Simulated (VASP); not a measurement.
Set up this calculation in VASP 6.6.1, as the native input.

```yaml
Task: single point
Functional: PBE
Potentials_or_basis: VASP PAW PBE potentials, release 64 (Ti_sv, C)
Cutoff: 520 eV
k_mesh: 16 × 16 × 16
Occupations: gaussian, width 0.1 eV
Spin: no spin polarisation
Dipole_correction: no
Further_INCAR_settings: ALGO = Normal; EDIFF = 1e-07; NBANDS = 15
```

The structure of TiC lies in POSCAR:

```
TiC
1.0
    0.0000000000      2.1664615268      2.1664615268
    2.1664615268      0.0000000000      2.1664615268
    2.1664615268      2.1664615268      0.0000000000
Ti C
1 1
Direct
    0.0000000000      0.0000000000      0.0000000000
    0.5000000000      0.5000000000      0.5000000000
```

The input as run:

INCAR

```
SYSTEM = TiC
PREC = Accurate
ENCUT = 520
EDIFF = 1E-7
ISMEAR = 0
SIGMA = 0.1
LREAL = .FALSE.
LASPH = .TRUE.
NELM = 100
ALGO = Normal
ISIF = 2
LWAVE = .FALSE.
LCHARG = .FALSE.
GGA = PE
NBANDS = 15
```

KPOINTS

```
regular mesh
0
G
  16 16 16
  0 0 0
```

Potentials or basis: VASP PAW PBE potentials, release 64 (Ti_sv, C).

Launch:

```bash
$ cat potpaw_PBE.64/Ti_sv/POTCAR potpaw_PBE.64/C/POTCAR > POTCAR
$ mpirun -np 1 vasp_std > vasp.out
```

It gave:

| Item | Value |
| --- | --- |
| Pressure | 0.2 GPa |
| Band gap on the k mesh | zero (band 8 reaches 10.09 eV, above the bottom of band 9 at 9.00 eV) |

Wall time 40 s on 1 thread of Intel(R) Xeon(R) Platinum 8259CL CPU @ 2.50GHz (Skylake/Cascade Lake), on a shared host, peak memory 0.17 GiB.
